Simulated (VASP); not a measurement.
# HoSbTe3 (P-62m) in VASP: a series of runs, part 2 of 2

VASP 6.6.1. Earlier steps stand in the parts before.

### 3 Relaxation of cell and atoms, PBE

INCAR

```
ALGO     = Normal         # electronic algorithm
EDIFF    = 1E-7           # SCF threshold, eV
EDIFFG   = -0.04          # ionic threshold
ENCUT    = 500            # plane-wave cutoff, eV
GGA      = PE             # functional
GGA_COMPAT= F            
IBRION   = 2              # ionic algorithm
ISIF     = 3              # what is computed and relaxed
ISMEAR   = 0              # smearing method
LASPH    = T              # aspherical terms in the spheres
LCHARG   = F              # write CHGCAR
LMAXMIX  = 6              # l up to which the mixer works
LREAL    = F              # projectors in reciprocal space
LWAVE    = F              # write WAVECAR
NELM     = 200            # most SCF steps
NELMIN   = 4            
NSW      = 90             # ionic steps
PREC     = Accurate       # precision mode
SIGMA    = 0.1            # smearing width, eV
```

KPOINTS

```
k-points
0
Gamma
  6 6 2
```

POSCAR

```
HoSbTe3
1.0
    5.1866030900      0.0000000000      0.0000000000
   -2.5933015500      4.4917300400      0.0000000000
    0.0000000000      0.0000000000      7.9442527300
Ho Sb Te
1 1 3
Direct
    0.0000000000      0.0000000000      0.5000000000
    0.0000000000      0.0000000000      0.0000000000
    0.5588945300      0.0000000000      0.0000000000
    0.0000000000      0.5588945300      0.0000000000
    0.4411054700      0.4411054700      0.0000000000
```

Potentials or basis: VASP PAW PBE potentials, release 64 (Ho_3, Sb, Te), 4f in core.

Run with:

```sh
$ cat potpaw_PBE.64/Ho_3/POTCAR potpaw_PBE.64/Sb/POTCAR potpaw_PBE.64/Te/POTCAR > POTCAR
$ mpirun -np 1 vasp_std > vasp.out
```

OUTCAR:

```text
EDIFF = 1E-7
   EDIFFG = -0.04
   ENCUT = 500
   GGA = PE
   IBRION = 2
   ISIF = 3
   ISMEAR = 0
   LASPH = T
   LREAL = F
   NELM = 200
   NELMIN = 4
   NSW = 90
   PREC = Accurate

 ion  position               nearest neighbor table
   1  0.000  0.000  0.500-
   2  0.000  0.000  0.000-   3 2.29   5 2.29   4 2.29   3 2.90   5 2.90   4 2.90
   3  0.559  0.000  0.000-   2 2.29   4 2.65   4 2.65   5 2.65   5 2.65   2 2.90
   4  0.000  0.559  0.000-   2 2.29   5 2.65   3 2.65   5 2.65   3 2.65   2 2.90
   5  0.441  0.441  0.000-   2 2.29   4 2.65   4 2.65   3 2.65   3 2.65   2 2.90

  LATTYP: Found a hexagonal cell.
 ALAT       =     5.1866030900
 C/A-ratio  =     1.5316870391

  Lattice vectors:

 A1 = (   5.1866030900,   0.0000000000,   0.0000000000)
 A2 = (  -2.5933015500,   4.4917300400,   0.0000000000)
 A3 = (   0.0000000000,   0.0000000000,   7.9442527300)

[... 179 lines left out ...]
  Total       76.3646567     76.3646569     -5.0301287     -0.0000001      0.0000000     -0.0000000
  in kB      661.0788657    661.0788671    -43.5451675     -0.0000007      0.0000000     -0.0000000
  external PRESSURE =     426.2041885 kB  Pullay stress =       0.0000000 kB
[... 759 lines left out ...]
     19       6.3042      0.00000
     20       6.8010      0.00000

[... ionic steps 4 to 27 ...]

--------------------------------------- Ionic step       28  -------------------------------------------

 number of electron      31.9999998 magnetization

------------------------ aborting loop because EDIFF is reached ----------------------------------------
[... 73 lines left out ...]
--------------------------------------- Ionic step       30  -------------------------------------------

 number of electron      31.9999999 magnetization

 Free energy of the ion-electron system (eV)
  ---------------------------------------------------
  ext. energy  EPLUGINS =         0.00000000
  ---------------------------------------------------
  free energy    TOTEN  =       -16.43497179 eV

  energy without entropy =      -16.41676656  energy(sigma->0) =      -16.42586917

 E-fermi :   3.5099     XC(G=0):  -7.9851

 val. band max:        3.4852811123   @ k =   0.3333   0.0000   0.0000
 cond. band min:       3.5762798420   @ k =   0.3333   0.3333   0.0000
 fundamental gap:      0.0909987297
 Fermi energy:         3.5098577935
[... 352 lines left out ...]
  FREE ENERGIE OF THE ION-ELECTRON SYSTEM (eV)
  ---------------------------------------------------
  free  energy   TOTEN  =       -16.4349717854 eV

  energy  without entropy=      -16.4167665582  energy(sigma->0) =      -16.42586917

 reached required accuracy - stopping structural energy minimisation
```

OSZICAR:

```text
N       E                     dE             d eps       ncg     rms          rms(c)
DAV:   1     0.240989561799E+03    0.24099E+03   -0.11687E+04   576   0.125E+03
DAV:   2     0.270329367984E+02   -0.21396E+03   -0.20547E+03   920   0.402E+02
DAV:   3     0.887851825648E-01   -0.26944E+02   -0.25413E+02   936   0.885E+01
[... 458 lines left out ...]
DAV:   5    -0.164349723084E+02    0.71815E-05   -0.56559E-05   876   0.416E-02    0.242E-02
DAV:   6    -0.164349722098E+02    0.98544E-07   -0.10490E-05   976   0.164E-02    0.344E-03
DAV:   7    -0.164349719854E+02    0.22446E-06   -0.51597E-07   672   0.401E-03    0.133E-03
DAV:   8    -0.164349718767E+02    0.10870E-06   -0.81560E-08   468   0.258E-03    0.595E-04
DAV:   9    -0.164349717854E+02    0.91245E-07   -0.35422E-08   424   0.216E-03
  30 F= -.16434972E+02 E0= -.16425869E+02  d E =-.119347E-02
```

CONTCAR:

```text
HoSbTe3
   1.00000000000000
     6.4711882560216640   -0.0000000013803737   -0.0000000000000000
    -3.2355941354446398    5.6042134312106242    0.0000000000000000
     0.0000000000000000    0.0000000000000000    5.8283359657906315
  Ho              Sb              Te
     1     1     3
Direct
     0.0000000000000000    0.0000000000000000    0.5000000000000000
     0.0000000000000000    0.0000000000000000    1.0000000000000000
     0.5032144784068224    0.0000000000115581    0.0000000000000000
     0.9999999999963437    0.5032144783763937    0.0000000000000000
     0.4967855215968341    0.4967855216120484    0.0000000000000000

  0.00000000E+00  0.00000000E+00  0.00000000E+00
  0.00000000E+00  0.00000000E+00  0.00000000E+00
  0.00000000E+00  0.00000000E+00  0.00000000E+00
  0.00000000E+00  0.00000000E+00  0.00000000E+00
  0.00000000E+00  0.00000000E+00  0.00000000E+00
```

Wall time 32 min (1 thread of Intel Xeon Platinum 8488C (Sapphire Rapids), shared host); peak memory 0.36 GiB.

What came out:

| Property | Result |
| --- | --- |
| Free energy | -16.4350 eV |
| Relaxed volume | 42.27 Å³/atom |
| Relaxed cell | a = 6.471 Å, b = 6.471 Å, c = 5.828 Å, α = 90.00°, β = 90.00°, γ = 120.00° |
| Space group after relaxing (to 0.1 Å) | P6/mmm (No. 191) |
| Pressure after relaxing | -0.1 GPa |
| Largest force after relaxing | 0.018 eV/Å |
| Band gap on the k mesh | zero (bands 16 and 17 overlap by 1.83 eV) |

Forces on the atoms (eV/Å):
```
Ho   0.000  0.000  0.000
Sb   0.000  0.000  0.000
Te  -0.018  0.000  0.000
Te   0.009 -0.015  0.000
Te   0.009  0.015  0.000
```

Final structure:
```
Ho Sb Te
1.0
     6.47119    0.00000    0.00000
    -3.23559    5.60421    0.00000
     0.00000    0.00000    5.82834
Ho Sb Te
1 1 3
Direct
  0.00000 0.00000 0.50000
  0.00000 0.00000 0.00000
  0.50321 0.00000 0.00000
  0.00000 0.50321 0.00000
  0.49679 0.49679 0.00000
```

Levels at points of the mesh, in eV from the Fermi level:
```
           k point  band 14  band 15  band 16  band 17  band 18  band 19
(0.00, 0.00, 0.00)    -0.41    -0.31     0.52     0.52     1.04     1.04
(0.50, 0.00, 0.00)    -1.20    -0.99    -0.63    -0.52     0.22     1.16
(0.00, 0.00, 0.50)    -1.09     0.85     0.85     1.08     1.17     1.64
(0.50, 0.00, 0.50)    -1.64    -1.09    -1.09    -0.98     0.68     1.12
```

Caveat: the k points lie up to 0.54 Å⁻¹ apart in the final cell, too coarse for converged energies and pressures of a metal; a cell axis changed by over 15 % at a fixed basis, so the end point is rough; spin-orbit coupling is left out, which moves the levels of the heavy elements; the 4f electrons are frozen in the core, so they carry no moment and show no levels. Spin polarisation is off, so any magnetic state and its effect on volume and gap are missing.

The gap in the log of VASP goes by the Fermi energy; the results here count the filled bands.